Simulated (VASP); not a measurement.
# Na4H in VASP: a series of runs, part 2 of 2

VASP 6.6.1. Earlier steps stand in the parts before.

**3. Single point, PBE**

File INCAR:

```
PREC     = Accurate       # precision mode
ENCUT    = 400            # plane-wave cutoff, eV
EDIFF    = 1E-6           # SCF threshold, eV
ISMEAR   = 0              # smearing method
SIGMA    = 0.1            # smearing width, eV
LREAL    = F              # projectors in reciprocal space
LASPH    = T              # aspherical terms in the spheres
NELM     = 120            # most SCF steps
ALGO     = Normal         # electronic algorithm
ISIF     = 2              # what is computed and relaxed
LWAVE    = F              # write WAVECAR
LCHARG   = F              # write CHGCAR
LDIPOL   = T            
IDIPOL   = 3            
DIPOL    = 0.5 0.5 0.286
GGA      = PE             # functional
NBANDS   = 40             # bands
GGA_COMPAT= F            
NELMDL   = -8
```

File KPOINTS:

```
regular mesh
0
Gamma
  4 4 1
```

File POSCAR:

```
Na4H
1.0
    7.2665054626      0.0000000000      0.0000000000
   -2.4221684875      6.8509270508      0.0000000000
    0.0000000000      0.0000000000     20.9665384335
Na H
8 2
Direct
    0.2500000000      0.2500000000      0.1907801811
    0.2500000000      0.7500000000      0.1907801811
    0.7500000000      0.2500000000      0.1907801811
    0.7500000000      0.7500000000      0.1907801811
    0.0000000000      0.0000000000      0.3322693660
    0.0000000000      0.5000000000      0.3322693660
    0.5000000000      0.0000000000      0.3322693660
    0.5000000000      0.5000000000      0.3322693660
    0.0128788514      0.3333333333      0.3842569654
    0.3204544820      0.3333333333      0.3842569654
```

Potentials or basis: VASP PAW PBE potentials, release 64 (Na_pv, H).

Run with:

```
$ cat potpaw_PBE.64/Na_pv/POTCAR potpaw_PBE.64/H/POTCAR > POTCAR
$ mpirun -np 1 vasp_std > vasp.out
```

It took 16 min on 1 thread of Oxide Virtual Turin-like, shared host; peak memory 0.68 GiB.

It converged, with:

| Quantity | Value |
| --- | --- |
| Free energy | -13.9108 eV |
| Largest force | 2.239 eV/Å |
| Band gap on the k mesh | zero (bands 29 and 30 overlap by 0.83 eV) |

Forces in eV/Å, atoms in the order of the input:
```
Na   0.023 -0.006 -0.051
Na  -0.003  0.024  0.026
Na  -0.002 -0.006 -0.063
Na  -0.004  0.003  0.062
Na   0.010  0.585  0.324
Na  -0.507  1.476 -1.264
Na  -0.069  0.227  0.132
Na   0.473  0.647 -0.469
H    0.202 -1.943  1.094
H   -0.122 -1.008  0.209
```

Levels at points of the mesh, in eV from the Fermi level:
| k point | band 25 | band 26 | band 27 | band 28 | band 29 | band 30 | band 31 | band 32 | band 33 | band 34 |
| --- | --- | --- | --- | --- | --- | --- | --- | --- | --- | --- |
| (0.00, 0.00, 0.00) | -3.15 | -2.10 | -0.77 | -0.39 | 0.47 | 0.50 | 0.69 | 0.77 | 1.30 | 1.52 |
| (0.50, 0.00, 0.00) | -2.80 | -2.03 | -1.46 | -0.87 | 0.09 | 0.13 | 0.70 | 0.78 | 1.78 | 1.83 |
| (0.00, 0.50, 0.00) | -2.86 | -1.91 | -1.40 | -0.83 | -0.17 | 0.21 | 0.57 | 0.89 | 1.75 | 1.88 |
| (0.50, 0.50, 0.00) | -2.72 | -1.78 | -1.32 | -0.90 | -0.43 | -0.37 | 0.60 | 0.61 | 1.55 | 1.67 |

**4. Single point, PBE**

File INCAR:

```
PREC     = Accurate       # precision mode
ENCUT    = 400            # plane-wave cutoff, eV
EDIFF    = 1E-6           # SCF threshold, eV
ISMEAR   = 0              # smearing method
SIGMA    = 0.1            # smearing width, eV
LREAL    = False          # projectors in reciprocal space
LASPH    = True           # aspherical terms in the spheres
NELM     = 120            # most SCF steps
ALGO     = Normal         # electronic algorithm
ISIF     = 2              # what is computed and relaxed
LWAVE    = False          # write WAVECAR
LCHARG   = False          # write CHGCAR
LDIPOL   = True         
IDIPOL   = 3            
DIPOL    = 0.5 0.5 0.292
GGA      = PE             # functional
NBANDS   = 40             # bands
GGA_COMPAT= False        
NELMDL   = -8
```

File KPOINTS:

```
Automatic mesh
0
Gamma
  4 4 1
```

Changes to POSCAR since step 3:

```diff
@@ -16,3 +16,3 @@
     0.5000000000      0.5000000000      0.3322693660
-    0.0128788514      0.3333333333      0.3842569654
-    0.3204544820      0.3333333333      0.3842569654
+    0.0128788514      0.3333333333      0.4147817944
+    0.3204544820      0.3333333333      0.4147817944
```

Run with:

```
$ cat potpaw_PBE.64/Na_pv/POTCAR potpaw_PBE.64/H/POTCAR > POTCAR
$ mpirun -np 1 vasp_std > vasp.out
```

It took 17 min on 1 thread of Oxide Virtual Turin-like, shared host; peak memory 0.69 GiB.

The run converged. Its results:

```yaml
Free_energy: -13.7929 eV
Largest_force: 0.744 eV/Å
Band_gap_on_the_k_mesh: zero (bands 29 and 30 overlap by 0.78 eV)
```

Forces in eV/Å, atoms in the order of the input:
```
Na   0.023 -0.006 -0.048
Na   0.002  0.018  0.037
Na  -0.010 -0.006 -0.042
Na  -0.009  0.001  0.052
Na   0.001  0.428  0.397
Na   0.089 -0.089  0.266
Na  -0.038  0.192  0.210
Na  -0.092 -0.145  0.370
H   -0.156 -0.255 -0.537
H    0.190 -0.137 -0.706
```

Levels at points of the mesh, in eV from the Fermi level:
| k point | band 25 | band 26 | band 27 | band 28 | band 29 | band 30 | band 31 | band 32 | band 33 | band 34 |
| --- | --- | --- | --- | --- | --- | --- | --- | --- | --- | --- |
| (0.00, 0.00, 0.00) | -2.87 | -1.98 | -0.42 | -0.29 | 0.46 | 0.50 | 0.62 | 0.69 | 1.30 | 1.58 |
| (0.50, 0.00, 0.00) | -2.36 | -1.93 | -1.51 | -0.61 | 0.12 | 0.16 | 0.57 | 0.63 | 1.85 | 1.90 |
| (0.00, 0.50, 0.00) | -2.42 | -1.90 | -1.47 | -0.37 | -0.12 | 0.22 | 0.51 | 0.64 | 1.84 | 1.92 |
| (0.50, 0.50, 0.00) | -2.25 | -1.67 | -1.36 | -0.70 | -0.48 | -0.32 | 0.55 | 0.61 | 1.48 | 1.53 |

**5. Single point, PBE**

File INCAR:

```
PREC = Accurate
ENCUT = 400
EDIFF = 1E-6
ISMEAR = 0
SIGMA = 0.1
LREAL = False
LASPH = True
NELM = 120
ALGO = Normal
ISIF = 2
LWAVE = False
LCHARG = True
LDIPOL = True
IDIPOL = 3
DIPOL = 0.5 0.5 0.280
GGA = PE
LELF = True
LVHAR = True
LVACPOTAV = True
NBANDS = 40
GGA_COMPAT = False
NELMDL = -8
```

KPOINTS is that of step 4.

Changes to POSCAR since step 4:

```diff
@@ -16,3 +16,3 @@
     0.5000000000      0.5000000000      0.3322693660
-    0.0128788514      0.3333333333      0.4147817944
-    0.3204544820      0.3333333333      0.4147817944
+    0.1219409038      0.3333333333      0.3537321364
+    0.2113924295      0.3333333333      0.3537321364
```

Potentials or basis: VASP PAW PBE potentials, release 64 (Na_pv, H).

Run with:

```
$ cat potpaw_PBE.64/Na_pv/POTCAR potpaw_PBE.64/H/POTCAR > POTCAR
$ mpirun -np 1 vasp_std > vasp.out
```

OUTCAR:

```text
PREC = Accurate
   ENCUT = 400
   EDIFF = 1E-6
   ISMEAR = 0
   LREAL = False
   LASPH = True
   NELM = 120
   ISIF = 2
   GGA = PE
   NELMDL = -8

 ion  position               nearest neighbor table
   1  0.250  0.250  0.191-
   2  0.250  0.750  0.191-
   3  0.750  0.250  0.191-
   4  0.750  0.750  0.191-
   5  0.000  0.000  0.332-
   6  0.000  0.500  0.332-   9 1.78
   7  0.500  0.000  0.332-
   8  0.500  0.500  0.332-
   9  0.122  0.333  0.354-  10 0.65   6 1.78
  10  0.211  0.333  0.354-   9 0.65

  LATTYP: Found a base centered orthorhombic cell.
 ALAT       =     8.3906377698
 B/A-ratio  =     1.4142135624
 C/A-ratio  =     2.4988015225
[... 632 lines left out ...]

 VOLUME and BASIS-vectors are now :
 -----------------------------------------------------------------------------
  energy-cutoff  :      400.00
  volume of cell :     1043.76
      direct lattice vectors                 reciprocal lattice vectors
     7.266505463  0.000000000  0.000000000     0.137617732  0.048655216  0.000000000
    -2.422168488  6.850927051  0.000000000     0.000000000  0.145965647  0.000000000
     0.000000000  0.000000000 20.966538433     0.000000000  0.000000000  0.047695045

 POSITION                                       TOTAL-FORCE (eV/Angst)
 -----------------------------------------------------------------------------------
      1.21108      1.71273      4.00000         0.014828     -0.006400     -0.060028
      0.00000      5.13820      4.00000        -0.000017      0.003709      0.040603
      4.84434      1.71273      4.00000         0.001018     -0.001723      0.042627
      3.63325      5.13820      4.00000        -0.007541      0.002935      0.039878
      0.00000      0.00000      6.96654        -0.051722     -0.412133     -0.120079
     -1.21108      3.42546      6.96654        -1.113127      0.960869     -0.415823
      3.63325      0.00000      6.96654         0.037442      0.003267     -0.013367
      2.42217      3.42546      6.96654         0.598240      0.365632     -0.178184
      0.07869      2.28364      7.41654        -4.495766     -0.678484      0.460965
      0.72869      2.28364      7.41654         5.016645     -0.237671      0.203408
 -----------------------------------------------------------------------------------
    total drift:                                0.000011     -0.000057     -0.001841

  FREE ENERGIE OF THE ION-ELECTRON SYSTEM (eV)
  ---------------------------------------------------
  free  energy   TOTEN  =       -14.6501766025 eV

  energy  without entropy=      -14.6257618669  energy(sigma->0) =      -14.63796923

 vacuum level on the upper side and lower side of the slab         0.982         1.089
```

It took 11 min on 1 thread of AMD EPYC 9755, shared host; peak memory 0.72 GiB.

What came out:

```yaml
Free_energy: -14.6502 eV
Largest_force: 5.026 eV/Å
Band_gap_on_the_k_mesh: zero (bands 29 and 30 overlap by 0.51 eV)
```

Forces on the atoms (eV/Å):
```
Na   0.015 -0.006 -0.060
Na   0.000  0.004  0.041
Na   0.001 -0.002  0.043
Na  -0.008  0.003  0.040
Na  -0.052 -0.412 -0.120
Na  -1.113  0.961 -0.416
Na   0.037  0.003 -0.013
Na   0.598  0.366 -0.178
H   -4.496 -0.678  0.461
H    5.017 -0.238  0.203
```

Levels at points of the mesh, in eV from the Fermi level:
| k point | band 27 | band 28 | band 29 | band 30 | band 31 | band 32 |
| --- | --- | --- | --- | --- | --- | --- |
| (0.00, 0.00, 0.00) | -0.97 | 0.08 | 0.29 | 0.41 | 0.49 | 0.78 |
| (0.50, 0.00, 0.00) | -1.71 | -0.47 | -0.14 | 0.02 | 0.53 | 1.29 |
| (0.00, 0.50, 0.00) | -1.71 | -0.41 | -0.14 | -0.12 | 0.52 | 1.27 |
| (0.50, 0.50, 0.00) | -1.48 | -0.76 | -0.50 | -0.21 | 0.33 | 0.77 |

**6. Summary**

| cell | gap on the mesh (eV) | largest force (eV/Å) |
| --- | --- | --- |
| as given, atomic positions A | none | 1.28 |
| as given, atomic positions B | none | 2.24 |
| as given, atomic positions C | none | 0.74 |
| as given, atomic positions D | none | 5.03 |

Alike in all rows: task single point; level PBE; potentials or basis VASP PAW PBE potentials, release 64 (Na_pv, H); no spin polarisation; k mesh 4 × 4 × 1; cutoff (eV) 400; smearing gaussian 0.1 eV.

Absolute energies hang on the potentials; compare differences alone.
